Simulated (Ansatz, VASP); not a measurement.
Two plane-wave programs on AlNi3

The input INCAR:

```
SYSTEM = AlNi3
ALGO = Normal
EDIFF = 1E-6
ENCUT = 600
GGA = PE
GGA_COMPAT = .False.
ISIF = 2
ISMEAR = 0
LASPH = .True.
LCHARG = .False.
LREAL = .False.
LWAVE = .False.
NBANDS = 24
NELM = 120
PREC = Accurate
SIGMA = 0.1
```

KPOINTS

```
k-points
0
Gamma
  2 2 2
  0 0 0
```

The input POSCAR:

```
AlNi3
1.0
    3.5230547267      0.0000000000      0.0000000000
    0.0000000000      3.5230547267      0.0000000000
    0.0000000000      0.0000000000      3.5230547267
Al Ni
1 3
Direct
    0.0000000000      0.0000000000      0.0000000000
    0.0000000000      0.5000000000      0.5000000000
    0.5000000000      0.0000000000      0.5000000000
    0.5000000000      0.5000000000      0.0000000000
```

Input for Ansatz:

```yaml
crystal:
  lattice:
    - [3.5230547267, 0.0, 0.0]
    - [0.0, 3.5230547267, 0.0]
    - [0.0, 0.0, 3.5230547267]
  atoms:
    - { symbol: Al, position: [0.0, 0.0, 0.0] }
    - { symbol: Ni, position: [0.0, 0.5, 0.5] }
    - { symbol: Ni, position: [0.5, 0.0, 0.5] }
    - { symbol: Ni, position: [0.5, 0.5, 0.0] }
basis:
  ecutwfc: 420
kpoints:
  mp_grid: { grid: [2, 2, 2] }
hamiltonian:
  xc: pbe
scf:
  occupations: { method: gaussian, width: 0.1 }
output:
  forces: true
  stress: true
  eigenvalues: true
```

Alike in both runs: task single point; functional PBE; k mesh 2 × 2 × 2; occupations gaussian, width 0.1 eV; no spin polarisation.

```csv
,VASP,Ansatz
version,VASP 6.6.1,Ansatz 0.2.0
potentials or method,"VASP PAW PBE potentials, release 64 (Al, Ni), cutoff 600 eV","scalar-relativistic, plane waves, PAW"
valence electrons in the cell,33,57
```

```csv
,VASP,Ansatz,Ansatz less VASP
gap on the k mesh at the Fermi level (eV),none,none,-
pressure (GPa),6.1,6.2,+0.13
```

A gap of «none» marks a metal or a gap that the smearing closes. VASP's potentials hold 33 valence electrons a cell and Ansatz's 57, so a difference there can come from the potentials and not from the codes.

The k mesh is coarse, so the values compare programs but aren't converged.
